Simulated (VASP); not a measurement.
Runs of VASP 6.6.1 on TiO2. The structure is that of space group R-3m (No. 166), or close to it. The cells are those of the table. 

```csv
cell,gap on the mesh (eV),pressure (GPa),largest force (eV/Å)
"a = 6.168 Å, angles 26.2°, 3 atoms",2.46,9.6,2.00
"a = 5.515 Å, angles 30.9°, 3 atoms",3.17,(a),0.33
"a = 5.503 Å, angles 30.2°, 3 atoms",3.30,17.1,0.32
"a = 4.893 Å, angles 37.5°, 3 atoms",(d),-6.8,0.35
"a = 4.584 Å, angles 41.1°, 3 atoms",2.15,(b),0.60
"a = 5.840 Å, angles 28.4°, 3 atoms",3.01,7.2,1.14
"a = 5.208 Å, angles 34.4°, 3 atoms",2.79,-5.8,0.18
"a = 5.194 Å, angles 33.7°, 3 atoms",3.02,(c),0.39
```

Alike in all rows: task single point; level PBE+D3(BJ)+U; potentials or basis VASP PAW PBE potentials, release 64 (Ti_sv, O); no spin polarisation; Ti d U = 4.0 eV; k mesh 9 × 9 × 9; cutoff (eV) 520; smearing gaussian 0.05 eV.

**Question.** Estimate the missing entries.

**Answer.** (a) 5.2; (b) -7.0; (c) 3.6; (d) 2.55.

Caveats: an odd mesh through Γ misses points on the zone boundary, where band edges can lie; the cell stands under pressure (at least some runs); the cell stands under tension (at least some runs); forces of over 1 eV/Å act on the atoms, so gaps and moduli don't describe the material at rest (at least some runs).
